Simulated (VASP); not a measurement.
# CuI (rocksalt type) (Fm-3m) in VASP: notebook, part 2 of 2

VASP 6.6.1.

## 4. Single point, PBEsol

This run uses another cell than the first one, of 21.83 Å³/atom.

The input, INCAR:

```
SYSTEM = CuI
  ALGO = Normal
  EDIFF = 1E-6
  ENCUT = 520
  GGA = PS
  ISIF = 2
  ISMEAR = -1
  LASPH = .TRUE.
  LCHARG = .FALSE.
  LREAL = .FALSE.
  LWAVE = .FALSE.
  NBANDS = 16
  NELM = 100
  PREC = Accurate
  SIGMA = 0.05
```

The input, KPOINTS:

```
k-points
0
G
  13 13 13
  0 0 0
```

The input, POSCAR:

```
CuI
1.0
    0.0000000000      2.7946916476      2.7946916476
    2.7946916476      0.0000000000      2.7946916476
    2.7946916476      2.7946916476      0.0000000000
Cu I
1 1
Direct
    0.0000000000      0.0000000000      0.0000000000
    0.5000000000      0.5000000000      0.5000000000
```

Potentials or basis: VASP PAW PBE potentials, release 64 (Cu, I).

Run with:

```sh
> cat potpaw_PBE.64/Cu/POTCAR potpaw_PBE.64/I/POTCAR > POTCAR
> mpirun -np 1 vasp_std > vasp.out
```

OUTCAR:

```text
SYSTEM = CuI
   EDIFF = 1E-6
   ENCUT = 520
   GGA = PS
   ISIF = 2
   ISMEAR = -1
   LASPH = .TRUE.
   LREAL = .FALSE.
   NELM = 100
   PREC = Accurate

 ion  position               nearest neighbor table
   1  0.000  0.000  0.000-   2 2.79   2 2.79   2 2.79   2 2.79   2 2.79   2 2.79
   2  0.500  0.500  0.500-   1 2.79   1 2.79   1 2.79   1 2.79   1 2.79   1 2.79

  LATTYP: Found a face centered cubic cell.
 ALAT       =     5.5893832952

  Lattice vectors:

 A1 = (   0.0000000000,   2.7946916476,   2.7946916476)
 A2 = (   2.7946916476,   0.0000000000,   2.7946916476)
 A3 = (   2.7946916476,   2.7946916476,   0.0000000000)

Analysis of symmetry for initial positions (statically):
=====================================================================
 Subroutine PRICEL returns:
 Original cell was already a primitive cell.

 Routine SETGRP: Setting up the symmetry group for a
 face centered cubic supercell.

 Subroutine GETGRP returns: Found 48 space group operations
 (whereof 48 operations were pure point group operations)
 out of a pool of 48 trial point group operations.

The static configuration has the point symmetry O_h .

Analysis of symmetry for dynamics (positions and initial velocities):
=====================================================================
 Subroutine PRICEL returns:
 Original cell was already a primitive cell.

 Routine SETGRP: Setting up the symmetry group for a
 face centered cubic supercell.

 Subroutine GETGRP returns: Found 48 space group operations
 (whereof 48 operations were pure point group operations)
 out of a pool of 48 trial point group operations.

The dynamic configuration has the point symmetry O_h .

 Subroutine INISYM returns: Found 48 space group operations
 (whereof 48 operations are pure point group operations),
 and found     1 'primitive' translations

----------------------------------------------------------------------------------------

[... 111 lines left out ...]
     AMIX     =   0.40;   BMIX     =  1.00
     AMIX_MAG =   1.60;   BMIX_MAG =  1.00
  volume/ion in A,a.u.               =      21.83       147.30
  Fermi-wavevector in a.u.,A,eV,Ry     =   1.218489  2.302611 20.200795  1.484717
  Thomas-Fermi vector in A             =   2.353774
   LORBIT       =      0    0 simple, 1 ext, 2 COOP (PROOUT), +10 PAW based schemes
   GGA     = PS    functional components
   LHFCALC =     F    Hartree Fock is set to
   AEXX    =    0.0000 exact exchange contribution
   IVDW    =     0    specifies the selected vdW correction
   LEPSILON=     F    determine dielectric tensor
   LRPA    =     F    only Hartree local field effects (RPA)
 non-spin polarized calculation
  energy-cutoff  :      520.00
  volume of cell :       43.65
 maximum number of plane-waves:      1243
 NGX is ok and might be reduce to    30
   NGX = 15   NGY = 15   NGZ = 15

 number of electron      18.0000000 magnetization

 Free energy of the ion-electron system (eV)
  ---------------------------------------------------
  ext. energy  EPLUGINS =         0.00000000
  ---------------------------------------------------
  free energy    TOTEN  =        -5.92857261 eV

  energy without entropy =       -5.92272771  energy(sigma->0) =       -5.92565016

 E-fermi :   6.9691     XC(G=0): -10.5464

 val. band max:        6.9375521341   @ k =  -0.3077   0.1538   0.0000
 cond. band min:       6.9829258979   @ k =   0.4615   0.0000   0.0000
 fundamental gap:      0.0453737638
 Fermi energy:         6.9691329607

 k-point     1 :       0.0000    0.0000    0.0000
  band No.  band energies     occupation
      1      -7.7803      2.00000
      2       4.7032      2.00000
      3       4.7032      2.00000
      4       4.7180      2.00000
      5       4.7180      2.00000
      6       4.7180      2.00000
[... 433 lines left out ...]
      3       2.8785      2.00000
      4       3.2158      2.00000
      5       4.8750      2.00000
      6       4.9849      2.00000
[... 8 lines left out ...]
     15      19.0989      0.00000
     16      19.2953      0.00000

 [... further k-points ...]

------------------------ aborting loop because EDIFF is reached ----------------------------------------

  FORCE on cell =-STRESS in cart. coord.  units (eV):
  Direction    XX          YY          ZZ          XY          YZ          ZX
  --------------------------------------------------------------------------------------
  -------------------------------------------------------------------------------------
  Total        0.1157193      0.1157193      0.1157193     -0.0000000     -0.0000000      0.0000000
  in kB        4.2470224      4.2470224      4.2470224     -0.0000000     -0.0000000      0.0000000
  external PRESSURE =       4.2470224 kB  Pullay stress =       0.0000000 kB

 VOLUME and BASIS-vectors are now :
 -----------------------------------------------------------------------------
  energy-cutoff  :      520.00
  volume of cell :       43.65
      direct lattice vectors                 reciprocal lattice vectors
     0.000000000  2.794691648  2.794691648    -0.178910614  0.178910614  0.178910614
     2.794691648  0.000000000  2.794691648     0.178910614 -0.178910614  0.178910614
     2.794691648  2.794691648  0.000000000     0.178910614  0.178910614 -0.178910614

 POSITION                                       TOTAL-FORCE (eV/Angst)
 -----------------------------------------------------------------------------------
      0.00000      0.00000      0.00000        -0.000000      0.000000     -0.000000
      2.79469      2.79469      2.79469         0.000000     -0.000000      0.000000
 -----------------------------------------------------------------------------------
    total drift:                               -0.000000      0.000000      0.000000

  FREE ENERGIE OF THE ION-ELECTRON SYSTEM (eV)
  ---------------------------------------------------
  free  energy   TOTEN  =        -5.9285726139 eV

  energy  without entropy=       -5.9227277074  energy(sigma->0) =       -5.92565016
```

stdout:

```text
POSCAR found type information on POSCAR CuI
 POSCAR found :  2 types and       2 ions
 scaLAPACK will be used
 -----------------------------------------------------------------------------
|                                                                             |
|                                                                             |
|     You enforced a specific xc type in the INCAR file but a different       |
|     I HOPE YOU KNOW WHAT YOU ARE DOING!                                     |
|                                                                             |
 -----------------------------------------------------------------------------

 LDA part: xc-table for (Slater+PW92), standard interpolation
 POSCAR, INCAR and KPOINTS ok, starting setup
 FFT: planning ... GRIDC
 FFT: planning ... GRID_SOFT
 FFT: planning ... GRID
 WAVECAR not read
 entering main loop
```

It took 43 s on 1 thread of Intel Xeon Platinum 8559C (Emerald Rapids), shared host; peak memory 0.21 GiB.

What came out:

- Free energy: -5.9286 eV
- Pressure: 0.4 GPa
- Band gap on the k mesh: zero (bands 9 and 10 overlap by 0.56 eV)

Caveat: the PAW data sets were made with another functional, which shifts forces and pressure a little; spin-orbit coupling is left out, which moves the levels of the heavy elements.

## 5. Relaxation of cell and atoms, PBEsol

This run uses another cell than the first one, of 17.87 Å³/atom.

The input, INCAR:

```
SYSTEM = CuI
PREC     = Accurate       ! precision mode
ENCUT    = 600            ! plane-wave cutoff, eV
EDIFF    = 1E-6           ! SCF threshold, eV
ISMEAR   = -1             ! smearing method
SIGMA    = 0.05           ! smearing width, eV
LREAL    = .FALSE.        ! projectors in reciprocal space
LASPH    = .TRUE.         ! aspherical terms in the spheres
NELM     = 80             ! most SCF steps
ALGO     = Normal         ! electronic algorithm
ISIF     = 3              ! what is computed and relaxed
LWAVE    = .FALSE.        ! write WAVECAR
LCHARG   = .FALSE.        ! write CHGCAR
GGA      = PS             ! functional
IBRION   = 2              ! ionic algorithm
NSW      = 60             ! ionic steps
EDIFFG   = -0.005         ! ionic threshold
```

The input, KPOINTS:

```
regular mesh
0
G
  13 13 13
  0 0 0
```

The input, POSCAR:

```
CuI
1.0
    0.0000000000      2.6142771442      2.6142771442
    2.6142771442      0.0000000000      2.6142771442
    2.6142771442      2.6142771442      0.0000000000
Cu I
1 1
Direct
    0.0000000000      0.0000000000      0.0000000000
    0.5000000000      0.5000000000      0.5000000000
```

Run with:

```sh
> cat potpaw_PBE.64/Cu/POTCAR potpaw_PBE.64/I/POTCAR > POTCAR
> mpirun -np 1 vasp_std > vasp.out
```

Wall time 2.5 min (1 thread of Intel Xeon Platinum 8559C (Emerald Rapids), shared host); peak memory 0.21 GiB.

Results (log left out):

```
Free energy                           : -5.9280 eV
Relaxed volume                        : 21.87 Å³/atom
Relaxed cell                          : a = 3.955 Å, b = 3.955 Å, c = 3.955 Å, α = 60.00°, β = 60.00°, γ = 60.00°
Space group after relaxing (to 0.1 Å) : Fm-3m (No. 225)
Energy gained by relaxing             : 205.1 meV/atom
Ionic steps                           : 5
Pressure after relaxing               : 0.0 GPa
Band gap on the k mesh                : zero (bands 9 and 10 overlap by 0.55 eV)
```

Step by step:
```
step  energy change (eV)  largest force (eV/Å)  pressure (GPa)  volume (Å³)
   1              0.0000                0.0000           20.24        35.73
   2             -0.3261                0.0000           -4.57        48.72
   3             -0.4101                0.0000            0.21        43.62
   4             -0.4101                0.0000           -0.09        43.81
   5             -0.4102                0.0000           -0.02        43.74
```

Final structure:
```
CELL_PARAMETERS angstrom
0.00000 2.79654 2.79654
2.79654 0.00000 2.79654
2.79654 2.79654 0.00000
ATOMIC_POSITIONS crystal
Cu 0.00000 0.00000 0.00000
I 0.50000 0.50000 0.50000
```

Levels at points of the mesh, in eV from the Fermi level:
```
           k point  band 6  band 7  band 8  band 9  band 10  band 11  band 12  band 13
(0.00, 0.00, 0.00)   -2.24   -1.83   -1.83   -1.83     1.13     7.32     7.32     7.32
```

Caveat: the volume moved by over 15 % at a fixed basis, so the end points are rough; the PAW data sets were made with another functional, which shifts forces and pressure a little; spin-orbit coupling is left out, which moves the levels of the heavy elements.

## 6. Overview

| task | level | potentials or basis | cell | cutoff (eV) | gap on the mesh (eV) | pressure (GPa) |
| --- | --- | --- | --- | --- | --- | --- |
| single point | LDA | VASP PAW LDA potentials, release 64 (Cu, I) | a = 3.029 Å, angles 60.0°, 2 atoms | 520 | none | 342.1 |
| single point | PBEsol | VASP PAW PBE potentials, release 64 (Cu, I) | a = 3.952 Å, angles 60.0°, 2 atoms | 520 | none | 0.4 |
| relaxation of cell and atoms | PBEsol | VASP PAW PBE potentials, release 64 (Cu, I) | relaxed from a = 3.697 Å, angles 60.0°, 2 atoms | 600 | none | 0.0 |

Alike in all rows: no spin polarisation; k mesh 13 × 13 × 13; smearing fermi-dirac 0.05 eV.

Caveats: spin-orbit coupling is left out, which moves the levels of the heavy elements; the PAW data sets were made with another functional, which shifts forces and pressure a little (at least some runs); the cell stands under pressure (at least some runs); the volume moved by over 15 % at a fixed basis, so the end points are rough (at least some runs).

Absolute energies hang on the potentials; compare differences alone.

The gap in the log of VASP goes by the Fermi energy; the results here count the filled bands.